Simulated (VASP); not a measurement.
# P: relaxation of cell and atoms with PBE

P:

```
CELL_PARAMETERS angstrom
2.67602 0.00000 0.00000
-1.33801 2.31750 0.00000
0.00000 0.00000 2.51546
ATOMIC_POSITIONS crystal
P 0.00000 0.00000 0.00000
```

```
Program                : VASP 6.6.1
Task                   : relaxation of cell and atoms
Functional             : PBE
Potentials or basis    : VASP PAW PBE potentials, release 64 (P)
Cutoff                 : 600 eV
k mesh                 : 18 × 18 × 17
Occupations            : fermi-dirac, width 0.05 eV
Spin                   : no spin polarisation
Dipole correction      : no
Further INCAR settings : ALGO = Normal; EDIFF = 1e-06; IBRION = 2; EDIFFG = -0.005; NSW = 60; ISIF = 3
```

```json
{
 "Relaxed volume": "14.70 Å³/atom",
 "Relaxed cell": "a = 2.625 Å, b = 2.625 Å, c = 2.465 Å, α = 90.00°, β = 90.00°, γ = 120.00°",
 "Space group after relaxing (to 0.05 Å)": "P6/mmm (No. 191)",
 "Energy gained by relaxing": "14.9 meV/atom",
 "Ionic steps": "11",
 "Pressure after relaxing": "0.0 GPa"
}
```

The path:
```tsv
step	energy change (eV)	largest force (eV/Å)	pressure (GPa)	volume (Å³)
1	0.0000	0.0000	-5.06	15.60
2	-0.0140	0.0000	1.39	14.51
3	-0.0149	0.0000	0.00	14.71
4	-0.0149	0.0000	-0.11	14.73
5	-0.0149	0.0000	-0.11	14.73
6	-0.0149	0.0000	-0.11	14.73
7	-0.0149	0.0000	-0.10	14.73
8	-0.0149	0.0000	-0.10	14.73
9	-0.0149	0.0000	-0.11	14.73
10	-0.0149	0.0000	-0.11	14.73
11	-0.0149	0.0000	0.03	14.70
```

Final structure:
```
P
1.0
     2.62479    0.00000    0.00000
    -1.31239    2.27313    0.00000
     0.00000    0.00000    2.46456
P
1
Direct
  0.00000 0.00000 0.00000
```

Levels at points of the mesh, in eV from the Fermi level:
| k point | band 1 | band 2 | band 3 | band 4 | band 5 | band 6 |
| --- | --- | --- | --- | --- | --- | --- |
| (0.00, 0.00, 0.00) | -16.40 | 4.76 | 6.10 | 6.10 | 6.84 | 11.55 |
| (0.50, 0.00, 0.00) | -10.93 | -8.20 | 2.10 | 5.69 | 8.20 | 14.36 |

It took 50 s on 1 thread of Intel(R) Xeon(R) Platinum 8559C (Emerald Rapids) (shared host), peak memory 0.15 GiB.
